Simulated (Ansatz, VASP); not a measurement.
One calculation of Te, two programs

```
Te
1.0
     3.44206    0.00000    0.00000
    -1.72103    2.98092    0.00000
     0.00000    0.00000    5.62089
Te
2
Direct
  0.33333 0.66667 0.25000
  0.66667 0.33333 0.75000
```

Alike in both runs: task relaxation of cell and atoms; functional BLYP; k mesh 11 × 11 × 6; occupations fermi-dirac, width 0.1 eV; no spin polarisation.

```csv
,VASP,Ansatz
version,VASP 6.6.1,Ansatz 0.2.0
potentials or method,"VASP PAW PBE potentials, release 64 (Te), cutoff 600 eV","plane waves (420 eV) with PAW, scalar-relativistic"
valence electrons in the cell,12,32
```

Ansatz gave:

- relaxed volume (Å³/atom): 35.47
- relaxed cell length with the largest relative difference (Å): 4.419

Q: Estimate VASP's values.

A: Relaxed volume (Å³/atom): 35.56; relaxed cell length with the largest relative difference (Å): 4.425.

VASP's potentials were made for PBE, not for BLYP. VASP's potentials hold 12 valence electrons a cell and Ansatz's 32, so a difference there can come from the potentials and not from the codes.

Neither program's run includes spin-orbit coupling. Noted on VASP's run: the volume moved by over 15 % at a fixed basis, so the end points are rough.
